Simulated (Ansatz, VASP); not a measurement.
One calculation of Na, two programs

```xyz
1
Lattice="-2.1410 2.1410 2.1410 2.1410 -2.1410 2.1410 2.1410 2.1410 -2.1410" Properties=species:S:1:pos:R:3 pbc="T T T"
Na    0.0000    0.0000    0.0000
```

Alike in both runs: task relaxation of cell and atoms; functional LDA; k mesh 12 × 12 × 12; occupations fermi-dirac, width 0.1 eV; no spin polarisation.

|  | VASP | Ansatz |
| --- | --- | --- |
| version | VASP 6.6.1 | Ansatz 0.2.0 |
| potentials or method | VASP PAW LDA potentials, release 64 (Na_pv) | PAW with Ansatz's default frozen-core files, scalar-relativistic |
| plane-wave cutoff (eV) | 500 | 420 |
| valence electrons in the cell | 7 | 9 |

```tsv
	VASP	Ansatz	Ansatz less VASP
relaxed volume (Å³/atom)	33.33	33.46	+0.126
relaxed cell length with the largest relative difference (Å)	3.511	3.516	+0.0044
```

LDA's correlation is that of Perdew and Zunger in VASP and of Perdew and Wang (1992) in Ansatz. VASP's potentials hold 7 valence electrons a cell and Ansatz's 9, so a difference there can come from the potentials and not from the codes.

Noted on VASP's run: the volume moved by over 15 % at a fixed basis, so the end points are rough.
